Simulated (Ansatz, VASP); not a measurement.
## Two plane-wave programs on Al2Cu

```xyz
6
Lattice="-3.0079 3.0079 2.3884 3.0079 -3.0079 2.3884 3.0079 3.0079 -2.3884" Properties=species:S:1:pos:R:3 pbc="T T T"
Al    0.9547    3.9625    0.0000
Al    2.0532    0.9547    0.0000
Al    2.0532   -0.9547    2.3884
Al    0.9547    2.0532    2.3884
Cu    0.0000    0.0000    1.1942
Cu    0.0000    0.0000    3.5826
```

Alike in both runs: functional r2SCAN; k mesh 8 × 8 × 8; occupations fermi-dirac, width 0.1 eV; no spin polarisation.

Ansatz relaxed the structure, and its values are those at the end. VASP's run is a single point on that final structure, the one shown.

```csv
,VASP,Ansatz
version,VASP 6.6.1,Ansatz 0.2.0
potentials or method,"VASP PAW PBE potentials, release 64 (Al, Cu), cutoff 520 eV",PAW plane waves
valence electrons in the cell,34,50
```

Ansatz gave:

* gap on the k mesh at the Fermi level (eV): none
* pressure (GPa): 0.0

Question: Which values does VASP return?

Answer: gap on the k mesh at the Fermi level (eV): none; pressure (GPa): -0.2.

VASP's potentials were made for PBE, not for r2SCAN. A gap of «none» marks a metal or a gap that the smearing closes. VASP's potentials hold 34 valence electrons a cell and Ansatz's 50, so a difference there can come from the potentials and not from the codes.
